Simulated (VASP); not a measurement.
Set up this calculation in VASP 6.6.1, as the native input.

```yaml
Task: single point
Functional: r2SCAN
Potentials_or_basis: VASP PAW PBE potentials, release 64 (B, N)
Cutoff: 520 eV
k_mesh: 8 × 8 × 8
Occupations: gaussian, width 0.01 eV
Spin: no spin polarisation
Dipole_correction: no
Further_INCAR_settings: ALGO = Normal; EDIFF = 1e-06; NBANDS = 11
```

Crystal: BN.

```
B N
1.0
     0.00000    1.74583    1.74583
     1.74583    0.00000    1.74583
     1.74583    1.74583    0.00000
B N
1 1
Direct
  0.00000 0.00000 0.00000
  0.50000 0.50000 0.50000
```

These files were run (other wordings do the same):

POSCAR

```
BN
1.0
    0.0000000000      1.7458259346      1.7458259346
    1.7458259346      0.0000000000      1.7458259346
    1.7458259346      1.7458259346      0.0000000000
B N
1 1
Direct
    0.0000000000      0.0000000000      0.0000000000
    0.5000000000      0.5000000000      0.5000000000
```

INCAR.step1

```
PREC = Accurate ; ENCUT = 520
ISMEAR = 0 ; SIGMA = 0.01
LREAL = False ; LASPH = True
NELM = 60 ; NBANDS = 11
GGA = PE ; ALGO = Normal
EDIFF = 1E-4 ; LWAVE = True
LCHARG = False
```

INCAR.step2

```
PREC = Accurate ; ENCUT = 520
EDIFF = 1E-6 ; ISMEAR = 0
SIGMA = 0.01 ; LREAL = False
LASPH = True ; NELM = 60
ALGO = Normal ; ISIF = 2
LWAVE = False ; LCHARG = False
METAGGA = R2SCAN ; LMIXTAU = True
NBANDS = 11 ; ISTART = 1
```

KPOINTS

```
Automatic mesh
0
Gamma
  8 8 8
```

Potentials or basis: VASP PAW PBE potentials, release 64 (B, N).

Launch:

```sh
$ cat potpaw_PBE.64/B/POTCAR potpaw_PBE.64/N/POTCAR > POTCAR
$ cp INCAR.step1 INCAR
$ mpirun -np 1 vasp_std > vasp.out
$ cp INCAR.step2 INCAR
$ mpirun -np 1 vasp_std > vasp.out
```

Results of the run:

| Quantity | Value |
| --- | --- |
| Pressure | 0.4 GPa |
| Band gap on the k mesh | 1.48 eV, indirect (least direct gap 6.51 eV) |

Caveat: the PAW data sets were made with another functional, which shifts forces and pressure a little.

Wall time 12 s on 1 thread of Intel Xeon 6975P-C, on a shared host, peak memory 0.12 GiB.
